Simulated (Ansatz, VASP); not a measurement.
**Two plane-wave programs on YAlSe3**

File INCAR:

```
PREC = Accurate
ENCUT = 520
EDIFF = 1E-6
ISMEAR = 0
SIGMA = 0.1
LREAL = False
LASPH = True
NELM = 100
ALGO = Normal
ISIF = 2
LWAVE = False
LCHARG = False
GGA = PE
NBANDS = 24
```

KPOINTS

```
Automatic mesh
0
Gamma
  4 4 4
```

The input POSCAR:

```
YAlSe3
1.0
    5.1282109700      0.0000000000      0.0000000000
    0.0000000000      5.1282109700      0.0000000000
    0.0000000000      0.0000000000      5.1282109700
Y Al Se
1 1 3
Direct
    0.0000000000      0.0000000000      0.0000000000
    0.5000000000      0.5000000000      0.5000000000
    0.0000000000      0.5000000000      0.5000000000
    0.5000000000      0.0000000000      0.5000000000
    0.5000000000      0.5000000000      0.0000000000
```

Input for Ansatz:

```yaml
crystal:
  lattice:
    - [5.12821097, 0.0, 0.0]
    - [0.0, 5.12821097, 0.0]
    - [0.0, 0.0, 5.12821097]
  atoms:
    - { symbol: "Y", position: [0.0, 0.0, 0.0] }
    - { symbol: Al, position: [0.5, 0.5, 0.5] }
    - { symbol: Se, position: [0.0, 0.5, 0.5] }
    - { symbol: Se, position: [0.5, 0.0, 0.5] }
    - { symbol: Se, position: [0.5, 0.5, 0.0] }
basis:
  ecutwfc: 420
kpoints:
  mp_grid: { grid: [4, 4, 4] }
hamiltonian:
  xc: pbe
scf:
  occupations: { method: gaussian, width: 0.1 }
  lower_state_search: "off"
output:
  forces: true
  stress: true
  eigenvalues: true
```

Change from the starting cell: species swapped into the CsPbBr3 type (Pm-3m, No. 221).

Alike in both runs: task single point; functional PBE; k mesh 4 × 4 × 4; occupations gaussian, width 0.1 eV; no spin polarisation.

|  | VASP | Ansatz |
| --- | --- | --- |
| version | VASP 6.6.1 | Ansatz 0.2.0 |
| potentials or method | VASP PAW PBE potentials, release 64 (Y_sv, Al, Se), cutoff 520 eV | scalar-relativistic, plane waves, PAW |
| valence electrons in the cell | 32 | 62 |

|  | VASP | Ansatz | Ansatz less VASP |
| --- | --- | --- | --- |
| gap on the k mesh at the Fermi level (eV) | none | none | - |
| pressure (GPa) | -7.0 | -7.1 | -0.04 |

A gap of «none» marks a metal or a gap that the smearing closes. VASP's potentials hold 32 valence electrons a cell and Ansatz's 62, so a difference there can come from the potentials and not from the codes.
